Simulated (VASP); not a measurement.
Runs of VASP 6.6.1 on LiS3. The structure is that of space group P6/mmm (No. 191), or close to it. The cells are those of the table. The cell was built from a structure type or drawn by symmetry, and may not be a known phase.

```csv
task,cell,k mesh,cutoff (eV),gap on the mesh (eV),pressure (GPa),relaxed volume (Å³/atom)
relaxation of cell and atoms,"relaxed from a = 4.335, b = 4.335, c = 5.250 Å, angles 90.0, 90.0, 120.0°, 4 atoms",6 × 6 × 4,600,none,0.1,20.83
single point,"a = 4.335, b = 4.335, c = 5.250 Å, angles 90.0, 90.0, 120.0°, 4 atoms",6 × 6 × 4,520,none,-,-
relaxation of cell and atoms,"relaxed from a = 4.562, b = 4.562, c = 4.638 Å, angles 90.0, 90.0, 120.0°, 4 atoms",12 × 12 × 10,600,none,0.0,(a)
single point,"a = 4.562, b = 4.562, c = 4.638 Å, angles 90.0, 90.0, 120.0°, 4 atoms",6 × 6 × 4,520,none,-,-
single point,"a = 4.569, b = 4.569, c = 4.636 Å, angles 90.0, 90.0, 120.0°, 4 atoms",12 × 12 × 10,520,none,-,-
```

Alike in all rows: level PBE; potentials or basis VASP PAW PBE potentials, release 64 (Li_sv, S); no spin polarisation; smearing gaussian 0.1 eV.

**Question.** Estimate the missing entries.

**Answer.** (a) 20.93.

Caveats: the cutoff is under 1.25 times the usual one of these potentials, so pressure, stress and relaxed cells hold a basis-set (Pulay) error.

A gap of «none» marks levels without a gap at the run's occupations.
